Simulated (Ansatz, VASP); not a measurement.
**CeO2: VASP beside Ansatz**

The input INCAR:

```
ALGO = Normal
EDIFF = 1E-7
ENCUT = 520
GGA = PE
ISIF = 2
ISMEAR = 0
LASPH = True
LCHARG = False
LDAU = True
LDAUJ = 0 0
LDAUL = 3 -1
LDAUPRINT = 1
LDAUTYPE = 2
LDAUU = 5 0
LMAXMIX = 6
LREAL = False
LWAVE = False
NBANDS = 19
NELM = 150
PREC = Accurate
SIGMA = 0.05
```

The input KPOINTS:

```
k-points
0
Gamma
  6 6 6
```

Contents of POSCAR:

```
CeO2
1.0
    0.0000000000      2.7416479484      2.7416479484
    2.7416479484      0.0000000000      2.7416479484
    2.7416479484      2.7416479484      0.0000000000
Ce O
1 2
Direct
    0.0000000000      0.0000000000      0.0000000000
    0.2500000000      0.2500000000      0.2500000000
    0.7500000000      0.7500000000      0.7500000000
```

Input for Ansatz:

```yaml
crystal:
  lattice:
    - [0.0, 2.7416479484, 2.7416479484]
    - [2.7416479484, 0.0, 2.7416479484]
    - [2.7416479484, 2.7416479484, 0.0]
  atoms:
    - { symbol: Ce, position: [0.0, 0.0, 0.0] }
    - { symbol: O, position: [0.25, 0.25, 0.25] }
    - { symbol: O, position: [0.75, 0.75, 0.75] }
basis:
  ecutwfc: 420
  ecutrho_ratio: 4
kpoints:
  mp_grid: { grid: [6, 6, 6] }
hamiltonian:
  xc: pbe
  hubbard: { sites: [{ species: Ce, l: f, u_eff: 5.0 }] }
scf:
  occupations: { method: gaussian, width: 0.05 }
output:
  forces: true
  stress: true
  eigenvalues: true
  populations: true
  hubbard: { sites: [{ species: Ce, l: f }] }
```

Alike in both runs: task single point; functional PBE; k mesh 6 × 6 × 6; occupations gaussian, width 0.05 eV; no spin polarisation; Hubbard terms Ce f U = 5.0 eV.

|  | VASP | Ansatz |
| --- | --- | --- |
| version | VASP 6.6.1 | Ansatz 0.2.0 |
| potentials or method | VASP PAW PBE potentials, release 64 (Ce, O), cutoff 520 eV | scalar-relativistic, plane waves, PAW |
| valence electrons in the cell | 24 | 24 |

```csv
,VASP,Ansatz,Ansatz less VASP
gap on the k mesh at the Fermi level (eV),2.40,2.36,-0.043
least direct gap on the mesh (eV),2.55,2.48,-0.076
pressure (GPa),1.8,-1.1,-2.93
```

The programs project onto different local orbitals, so the same U acts differently, and such runs can settle in different states.

Spin-orbit coupling is off throughout.
